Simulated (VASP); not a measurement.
LaGaNi4:

```
Ga La Ni
1.0
     5.16565    0.00000    0.00000
    -2.58282    4.47358    0.00000
     0.00000    0.00000    3.85200
Ga La Ni
1 1 4
Direct
  0.33333 0.66667 0.00000
  0.00000 0.00000 0.00000
  0.66667 0.33333 0.00000
  0.99354 0.49677 0.50000
  0.50323 0.49677 0.50000
  0.50323 0.00646 0.50000
```

- Program: VASP 6.6.1
- Task: relaxation of cell and atoms
- Functional: PBEsol
- Potentials or basis: VASP PAW PBE potentials, release 64 (Ga_d, La, Ni)
- Cutoff: 600 eV
- k mesh: 9 × 9 × 8
- Occupations: gaussian, width 0.05 eV
- Spin: no spin polarisation

At the start: pressure -3.9 GPa; volume 14.84 Å³/atom.

Where does the relaxation end?

Over 8 steps the energy falls by 5.1 meV/atom and the volume is 14.42 Å³/atom (-2.8 %); space group P-6m2 (No. 187, to 0.1 Å) before and after.

The path:
```csv
step,energy change (eV),largest force (eV/Å),pressure (GPa),volume (Å³)
1,0.0000,0.0168,-3.88,89.02
2,-0.0065,0.0540,3.65,84.46
3,-0.0298,0.0185,-0.04,86.58
4,-0.0298,0.0192,0.06,86.53
5,-0.0303,0.0107,0.00,86.51
6,-0.0303,0.0057,-0.02,86.50
7,-0.0303,0.0045,-0.08,86.50
8,-0.0303,0.0045,0.02,86.50
```

Final structure:
```
CELL_PARAMETERS angstrom
5.10788 0.00000 0.00000
-2.55394 4.42355 0.00000
0.00000 0.00000 3.82810
ATOMIC_POSITIONS crystal
Ga 0.33333 0.66667 0.00000
La 0.00000 0.00000 0.00000
Ni 0.66667 0.33333 0.00000
Ni 0.99375 0.49687 0.50000
Ni 0.50313 0.49687 0.50000
Ni 0.50313 0.00625 0.50000
```

Caveat: the PAW data sets were made with another functional, which shifts forces and pressure a little.
